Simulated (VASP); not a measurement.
# GaP (F-43m) in VASP: vibrations by perturbation theory with PBEsol

Aim: the vibrations by perturbation theory of GaP with PBEsol.

Everything below comes from runs of VASP 6.6.1. Logs are shortened: lines on timing, memory, paths and dates and some standing lists are left out, and cuts for length are marked.

### 1 The cell of the first run

Symmetry: F-43m, No. 216, cubic system. The conventional cell has a = 5.438 Å, b = 5.438 Å, c = 5.438 Å, α = 90.00°, β = 90.00°, γ = 90.00°. Within 3.1 Å of Ga (site symmetry -43m) lie 4 P at 2.35 Å. Within 3.1 Å of P (site symmetry -43m) lie 4 Ga at 2.35 Å.

### 2 Vibrations by perturbation theory, PBEsol

Input file INCAR:

```
ALGO = Normal
EDIFF = 1E-8
ENCUT = 520
GGA = PS
IBRION = 8
ISIF = 2
ISMEAR = 0
LASPH = T
LCHARG = F
LEPSILON = T
LREAL = F
LWAVE = F
NELM = 80
NSW = 1
PREC = Accurate
SIGMA = 0.01
```

Input file KPOINTS:

```
k-points
0
Gamma
  6 6 6
```

Input file POSCAR:

```
GaP
1.0
    0.0000000000      2.7192244544      2.7192244544
    2.7192244544      0.0000000000      2.7192244544
    2.7192244544      2.7192244544      0.0000000000
Ga P
1 1
Direct
    0.0000000000      0.0000000000      0.0000000000
    0.2500000000      0.2500000000      0.2500000000
```

Potentials or basis: VASP PAW PBE potentials, release 64 (Ga_d, P).

Run with:

```
cat potpaw_PBE.64/Ga_d/POTCAR potpaw_PBE.64/P/POTCAR > POTCAR
mpirun -np 1 vasp_std > vasp.out
```

OUTCAR:

```text
EDIFF = 1E-8
   ENCUT = 520
   GGA = PS
   IBRION = 8
   ISIF = 2
   ISMEAR = 0
   LASPH = T
   LEPSILON = T
   LREAL = F
   NELM = 80
   NSW = 1
   PREC = Accurate

 ion  position               nearest neighbor table
   1  0.000  0.000  0.000-   2 2.35   2 2.35   2 2.35   2 2.35
   2  0.250  0.250  0.250-   1 2.35   1 2.35   1 2.35   1 2.35

  LATTYP: Found a face centered cubic cell.
 ALAT       =     5.4384489088

  Lattice vectors:

 A1 = (   0.0000000000,   2.7192244544,   2.7192244544)
 A2 = (   2.7192244544,   0.0000000000,   2.7192244544)
 A3 = (   2.7192244544,   2.7192244544,   0.0000000000)

Analysis of symmetry for initial positions (statically):
=====================================================================
 Subroutine PRICEL returns:
 Original cell was already a primitive cell.

 Routine SETGRP: Setting up the symmetry group for a
 face centered cubic supercell.

 Subroutine GETGRP returns: Found 24 space group operations
 (whereof 24 operations were pure point group operations)
 out of a pool of 48 trial point group operations.

The static configuration has the point symmetry T_d .

Analysis of symmetry for dynamics (positions and initial velocities):
=====================================================================
 Subroutine PRICEL returns:
 Original cell was already a primitive cell.

 Routine SETGRP: Setting up the symmetry group for a
 face centered cubic supercell.

 Subroutine GETGRP returns: Found 24 space group operations
 (whereof 24 operations were pure point group operations)
 out of a pool of 48 trial point group operations.

The dynamic configuration has the point symmetry T_d .

 Subroutine INISYM returns: Found 24 space group operations
 (whereof 24 operations are pure point group operations),
 and found     1 'primitive' translations

----------------------------------------------------------------------------------------

                                     Primitive cell

  volume of cell :      40.2129

  direct lattice vectors                    reciprocal lattice vectors
     0.000000000  2.719224454  2.719224454    -0.183875957  0.183875957  0.183875957
     2.719224454  0.000000000  2.719224454     0.183875957 -0.183875957  0.183875957
     2.719224454  2.719224454  0.000000000     0.183875957  0.183875957 -0.183875957

  length of vectors
     3.845564103  3.845564103  3.845564103     0.318482501  0.318482501  0.318482501

  position of ions in fractional coordinates (direct lattice)
     0.000000000  0.000000000  0.000000000
     0.250000000  0.250000000  0.250000000

  ion indices of the primitive-cell ions
   primitive index   ion index
                 1           1
                 2           2

----------------------------------------------------------------------------------------

 KPOINTS: k-points

Automatic generation of k-mesh.
 Grid dimensions read from file:
 generate k-points for:    6    6    6

 Generating k-lattice:

  Cartesian coordinates                     Fractional coordinates (reciprocal lattice)
    -0.030645993  0.030645993  0.030645993     0.166666667  0.000000000  0.000000000
[... 395 lines left out ...]
  ---------------------------------------------------
  free energy    TOTEN  =        -1.46305650 eV

  energy without entropy =       -1.46305650

------------------------ aborting loop because EDIFF is reached ----------------------------------------

--------------------------------------- Ionic step        2  -------------------------------------------

------------------------ aborting loop because EDIFF is reached ----------------------------------------

--------------------------------------- Ionic step        3  -------------------------------------------

------------------------ aborting loop because EDIFF is reached ----------------------------------------

 PIEZOELECTRIC TENSOR FIELD DIRECTION 3  (e Angst)
 -----------------------------------------------------------------------------
     0.00058 -2.13659  0.00000           (  0.00000 -0.03562  0.00000)
    -2.13659  0.00058  0.00000           ( -0.03562  0.00000  0.00000)
     0.00000  0.00000 -0.00238           (  0.00000  0.00000 -0.00000)

 PIEZOELECTRIC TENSOR FIELD DIRECTION 3  (C/m^2)
 -----------------------------------------------------------------------------
     0.00023 -0.85127  0.00000
    -0.85127  0.00023  0.00000
     0.00000  0.00000 -0.00095

--------------------------------------- Ionic step        4  -------------------------------------------

------------------------ aborting loop because EDIFF is reached ----------------------------------------

[... ionic steps 5 to 6 ...]

--------------------------------------- Ionic step        7  -------------------------------------------

 Free energy of the ion-electron system (eV)
  ---------------------------------------------------
  ---------------------------------------------------
  free energy    TOTEN  =        -0.04747910 eV

  energy without entropy =       -0.04747910

------------------------ aborting loop because EDIFF is reached ----------------------------------------

 INTERNAL STRAIN TENSOR  FOR ION    2  DIRECTION 1   (eV/Angst):
 -----------------------------------------------------------------------------
     0.01331  0.00000  0.00000
     0.00000 -0.00419 -7.24094
     0.00000 -7.24094 -0.00419

 MACROSCOPIC STATIC DIELECTRIC TENSOR (including local field effects in DFT)
 ------------------------------------------------------
          13.370171     0.000000     0.000000
           0.000000    13.370171     0.000000
          -0.000000    -0.000000    13.370171
 ------------------------------------------------------

 PIEZOELECTRIC TENSOR (including local field effects)  for field in x, y, z        (e  Angst)
          XX          YY          ZZ          XY          YZ          ZX
  --------------------------------------------------------------------------------
  x    -0.00000    -0.00000    -0.00000     0.00000    -2.14815    -0.00000
  y    -0.00000     0.00000     0.00000     0.00000    -0.00000    -2.14815
  z    -0.00000    -0.00000     0.00000    -2.14815     0.00000     0.00000

 PIEZOELECTRIC TENSOR (including local field effects)  for field in x, y, z        (C/m^2)
          XX          YY          ZZ          XY          YZ          ZX
  --------------------------------------------------------------------------------
  x    -0.00000    -0.00000    -0.00000     0.00000    -0.85587    -0.00000
  y    -0.00000     0.00000     0.00000     0.00000    -0.00000    -0.85587
  z    -0.00000    -0.00000     0.00000    -0.85587     0.00000     0.00000

 BORN EFFECTIVE CHARGES (including local field effects) (in |e|, cummulative output)
 ---------------------------------------------------------------------------------
 ion    1
    1     2.33360    -0.00000     0.00000
    2    -0.00000     2.33360    -0.00000
    3    -0.00000    -0.00000     2.33360
 ion    2
    1    -2.33360     0.00000    -0.00000
    2     0.00000    -2.33360     0.00000
    3     0.00000     0.00000    -2.33360

 INTERNAL STRAIN TENSOR FOR ION    2 for displacements in x,y,z  (eV/Angst):
          X           Y           Z          XY          YZ          ZX
  --------------------------------------------------------------------------------
  x     0.00000    -0.00000    -0.00000     0.00000    -7.24094     0.00000
  y     0.00000     0.00000     0.00000     0.00000     0.00000    -7.24094
  z    -0.00000    -0.00000     0.00000    -7.24094     0.00000     0.00000

 SECOND DERIVATIVES (NOT SYMMETRIZED)
 ------------------------------------
               1X          1Y          1Z          2X          2Y          2Z
  1X    -9.963798    0.000000    0.000000    9.963798    0.000000    0.000000
  1Y     0.000000   -9.963798    0.000000    0.000000    9.963798    0.000000
  1Z     0.000000    0.000000   -9.963798    0.000000    0.000000    9.963798
  2X     9.991956    0.000000    0.000000   -9.991956    0.000000    0.000000
  2Y     0.000000    9.991956    0.000000    0.000000   -9.991956    0.000000
  2Z     0.000000    0.000000    9.991956    0.000000    0.000000   -9.991956

 Eigenvectors and eigenvalues of the dynamical matrix
 ----------------------------------------------------

   1 f  =   10.666191 THz    67.017655 2PiTHz  355.785838 cm-1    44.111802 meV
             X         Y         Z           dx          dy          dz
      0.000000  0.000000  0.000000     0.000000    0.554072    0.000000
      1.359612  1.359612  1.359612     0.000000   -0.832469    0.000000
[... 21 lines left out ...]
   6 f/i=    0.006942 THz     0.043617 2PiTHz    0.231556 cm-1     0.028709 meV
             X         Y         Z           dx          dy          dz
      0.000000  0.000000  0.000000     0.000000    0.000000    0.832469
      1.359612  1.359612  1.359612     0.000000    0.000000    0.554072

--------------------------------------------------------------------------------------------------------

 MACROSCOPIC STATIC DIELECTRIC TENSOR IONIC CONTRIBUTION
 ------------------------------------------------------
           2.455932    -0.000000     0.000000
          -0.000000     2.455932     0.000000
           0.000000     0.000000     2.455932
 ------------------------------------------------------

 ELASTIC MODULI CONTR FROM IONIC RELAXATION (kBar)
 Direction    XX          YY          ZZ          XY          YZ          ZX
 --------------------------------------------------------------------------------
 XX          -0.0000     -0.0000      0.0000     -0.0000      0.0000     -0.0000
 YY          -0.0000     -0.0000     -0.0000     -0.0000     -0.0000     -0.0000
 ZZ           0.0000     -0.0000     -0.0000      0.0000     -0.0000     -0.0000
 XY          -0.0000     -0.0000      0.0000   -206.7876     -0.0000     -0.0000
 YZ           0.0000     -0.0000     -0.0000     -0.0000   -206.7876      0.0000
 ZX          -0.0000     -0.0000     -0.0000     -0.0000      0.0000   -206.7876
 --------------------------------------------------------------------------------

 PIEZOELECTRIC TENSOR IONIC CONTR  for field in x, y, z        (C/m^2)
          XX          YY          ZZ          XY          YZ          ZX
  --------------------------------------------------------------------------------
  x    -0.00000     0.00000     0.00000     0.00000     0.67057    -0.00000
  y     0.00000     0.00000     0.00000     0.00000    -0.00000     0.67057
  z     0.00000     0.00000    -0.00000     0.67057     0.00000     0.00000
```

It took 3.6 min on 1 thread of Intel Xeon Platinum 8559C (Emerald Rapids), shared host; peak memory 0.22 GiB.

Results:

```yaml
Electronic_dielectric_tensor_diagonal: 13.37
Born_charges_mean_of_the_diagonal: Ga +2.33; P -2.33 e
Highest_phonon_frequency_at_Γ_LO-TO_splitting_left_out: 356 cm⁻¹
```

Phonon frequencies in cm⁻¹ (negative: imaginary):
| q point | frequencies |
| --- | --- |
| (0.000, 0.000, 0.000) | 0 0 0 356 356 356 |

Electronic dielectric tensor:
```
13.37  0.00  0.00
 0.00 13.37  0.00
 0.00  0.00 13.37
```

Born effective charge tensors (e):
atom 1, Ga
```
2.33 0.00 0.00
0.00 2.33 0.00
0.00 0.00 2.33
```
atom 2, P
```
-2.33  0.00  0.00
 0.00 -2.33  0.00
 0.00  0.00 -2.33
```
